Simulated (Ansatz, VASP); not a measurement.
CsBe2Se4 in VASP and in Ansatz

INCAR

```
SYSTEM = CsBe2Se4
PREC     = Accurate       ! precision mode
ENCUT    = 520            ! plane-wave cutoff, eV
EDIFF    = 1E-7           ! SCF threshold, eV
ISMEAR   = 0              ! smearing method
SIGMA    = 0.1            ! smearing width, eV
LREAL    = .FALSE.        ! projectors in reciprocal space
LASPH    = .TRUE.         ! aspherical terms in the spheres
NELM     = 80             ! most SCF steps
ALGO     = Normal         ! electronic algorithm
ISIF     = 2              ! what is computed and relaxed
LWAVE    = .FALSE.        ! write WAVECAR
LCHARG   = .FALSE.        ! write CHGCAR
GGA      = PE             ! functional
NBANDS   = 28             ! bands
```

File KPOINTS:

```
Automatic mesh
0
G
  4 4 4
  0 0 0
```

File POSCAR:

```
CsBe2Se4
1.0
   -3.3949329300      4.4804844200      6.0367725800
    3.3949329300     -4.4804844200      6.0367725800
    3.3949329300      4.4804844200     -6.0367725800
Cs Be Se
1 2 4
Direct
    0.5000000000      0.5000000000      0.0000000000
    0.6884049800      0.5000000000      0.1884049800
    0.3115950200      0.5000000000      0.8115950200
    0.0000000000      0.0000000000      0.5000000000
    0.5000000000      0.0000000000      0.0000000000
    0.5000000000      0.5000000000      0.5000000000
    0.0000000000      0.5000000000      0.0000000000
```

Input for Ansatz:

```yaml
crystal:
  lattice:
    - [-3.39493293, 4.48048442, 6.03677258]
    - [3.39493293, -4.48048442, 6.03677258]
    - [3.39493293, 4.48048442, -6.03677258]
  atoms:
    - { symbol: Cs, position: [0.5, 0.5, 0.0] }
    - { symbol: Be, position: [0.68840498, 0.5, 0.18840498] }
    - { symbol: Be, position: [0.31159502, 0.5, 0.81159502] }
    - { symbol: Se, position: [0.0, 0.0, 0.5] }
    - { symbol: Se, position: [0.5, 0.0, 0.0] }
    - { symbol: Se, position: [0.5, 0.5, 0.5] }
    - { symbol: Se, position: [0.0, 0.5, 0.0] }
basis:
  ecutwfc: 420
kpoints:
  mp_grid: { grid: [4, 4, 4] }
hamiltonian:
  xc: pbe
scf:
  occupations: { method: gaussian, width: 0.1 }
  lower_state_search: "off"
output:
  forces: true
  stress: true
  eigenvalues: true
```

Alike in both runs: task single point; functional PBE; k mesh 4 × 4 × 4; occupations gaussian, width 0.1 eV; no spin polarisation.

|  | VASP | Ansatz |
| --- | --- | --- |
| version | VASP 6.6.1 | Ansatz 0.2.0 |
| potentials or method | VASP PAW PBE potentials, release 64 (Cs_sv, Be, Se), cutoff 520 eV | scalar-relativistic, plane waves, PAW |
| valence electrons in the cell | 37 | 77 |

```csv
,VASP,Ansatz,Ansatz less VASP
gap on the k mesh at the Fermi level (eV),none,none,-
pressure (GPa),2.5,2.2,-0.25
"traceless stress, the component that is largest in VASP (GPa)",20.86,20.42,-0.431
rms of the force components (eV/Å),5.366,5.227,-0.1389
```

Atom by atom the forces differ by 0.139 eV/Å (rms over components). A gap of «none» marks a metal or a gap that the smearing closes. The functional is the same, so the differences come from potentials, cutoffs and numerics. VASP's potentials hold 37 valence electrons a cell and Ansatz's 77, so a difference there can come from the potentials and not from the codes.

Neither program's run includes spin-orbit coupling.
